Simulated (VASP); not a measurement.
Set up this calculation in VASP 6.6.1, as the native input.

```yaml
Task: relaxation of cell and atoms
Functional: PBE
Potentials_or_basis: VASP PAW PBE potentials, release 64 (Nb_sv)
Cutoff: 500 eV
k_mesh: 10 × 10 × 10
Occupations: methfessel-paxton, width 0.1 eV
Spin: no spin polarisation
Target_pressure: 45 GPa
Dipole_correction: no
Further_INCAR_settings: ALGO = Normal; EDIFF = 1e-07; IBRION = 2; EDIFFG = -0.03; NSW = 50; ISIF = 3
```

The structure of Nb lies in POSCAR:

```
Nb
1.0
    0.0000000000      2.0950000000      2.0950000000
    2.0950000000      0.0000000000      2.0950000000
    2.0950000000      2.0950000000      0.0000000000
Nb
1
Direct
    0.0000000000      0.0000000000      0.0000000000
```

This isn't the form of Nb at room conditions, which is bcc.

One way to write it, as run:

INCAR

```
SYSTEM = Nb
PREC = Accurate ; ENCUT = 500
EDIFF = 1E-7 ; ISMEAR = 1
SIGMA = 0.1 ; LREAL = .False.
LASPH = .True. ; NELM = 120
ALGO = Normal ; ISIF = 3
LWAVE = .False. ; LCHARG = .False.
GGA = PE ; IBRION = 2
NSW = 50 ; EDIFFG = -0.03
PSTRESS = 450.0 ; GGA_COMPAT = .False.
NELMIN = 4
```

KPOINTS

```
regular mesh
0
Gamma
  10 10 10
  0 0 0
```

Potentials or basis: VASP PAW PBE potentials, release 64 (Nb_sv).

Launch:

```console
$ cat potpaw_PBE.64/Nb_sv/POTCAR > POTCAR
$ mpirun -np 1 vasp_std > vasp.out
```

Results of the run:

```
Relaxed volume                                             : 15.48 Å³/atom
Relaxed cell                                               : a = 2.798 Å, b = 2.798 Å, c = 2.798 Å, α = 60.00°, β = 60.00°, γ = 60.00°
Space group after relaxing (to 0.1 Å)                      : Fm-3m (No. 225)
Energy change on relaxing (the run minimises the enthalpy) : +391.6 meV/atom
Ionic steps                                                : 5
Pressure after relaxing                                    : 45.2 GPa
Band gap on the k mesh                                     : zero (an odd number of electrons rules out a gap without spin polarisation)
```

Caveat: the cell is relaxed towards a set pressure, so the run minimises the enthalpy, not the energy; the volume moved by over 15 % at a fixed basis, so the end points are rough.

Wall time 27 s on 1 thread of Intel(R) Xeon(R) Platinum 8488C (Sapphire Rapids), with other jobs on the host, peak memory 0.15 GiB.
